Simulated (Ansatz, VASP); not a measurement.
## GaSb: VASP beside Ansatz

File POSCAR:

```
GaSb
1.0
    0.0000000000      3.0658788003      3.0658788003
    3.0658788003      0.0000000000      3.0658788003
    3.0658788003      3.0658788003      0.0000000000
Ga Sb
1 1
Direct
    0.0000000000      0.0000000000      0.0000000000
    0.2500000000      0.2500000000      0.2500000000
```

INCAR.step1

```
ALGO = Normal ; EDIFF = 1E-5
ENCUT = 550 ; GGA = PE
GGA_COMPAT = False ; ISMEAR = 0
LASPH = True ; LCHARG = False
LREAL = False ; LWAVE = True
NBANDS = 16 ; NELM = 120
PREC = Accurate ; SIGMA = 0.5
```

INCAR.step2

```
ALGO = Normal ; EDIFF = 1E-6
ENCUT = 550 ; GGA_COMPAT = False
ISIF = 2 ; ISMEAR = 0
ISTART = 1 ; LASPH = True
LCHARG = False ; LMIXTAU = True
LREAL = False ; LWAVE = False
METAGGA = R2SCAN ; NBANDS = 16
NELM = 120 ; PREC = Accurate
SIGMA = 0.5
```

Contents of KPOINTS:

```
k-points
0
Gamma
  6 6 6
```

Input for Ansatz:

```yaml
crystal:
  lattice:
    - [0.0, 3.0658788003, 3.0658788003]
    - [3.0658788003, 0.0, 3.0658788003]
    - [3.0658788003, 3.0658788003, 0.0]
  atoms:
    - { symbol: Ga, position: [0.0, 0.0, 0.0] }
    - { symbol: Sb, position: [0.25, 0.25, 0.25] }
kpoints:
  mp_grid: { grid: [6, 6, 6] }
hamiltonian:
  xc: r2scan
scf:
  occupations: { method: gaussian, width: 0.5 }
  n_extra_bands: 4
output:
  forces: true
  stress: true
  eigenvalues: true
```

Alike in both runs: task single point; functional r2SCAN; k mesh 6 × 6 × 6; occupations gaussian, width 0.5 eV; no spin polarisation.

```csv
,VASP,Ansatz
version,VASP 6.6.1,Ansatz 0.2.0
potentials or method,"VASP PAW PBE potentials, release 64 (Ga_d, Sb)",plane waves
plane-wave cutoff (eV),550,500
valence electrons in the cell,18,28
```

Ansatz gave:

- pressure (GPa): 0.1

**Question.** What did VASP give for the same quantities?

**Answer.** Pressure (GPa): 0.2.

VASP's potentials were made for PBE, not for r2SCAN. VASP's potentials hold 18 valence electrons a cell and Ansatz's 28, so a difference there can come from the potentials and not from the codes.

Spin-orbit coupling is off throughout.
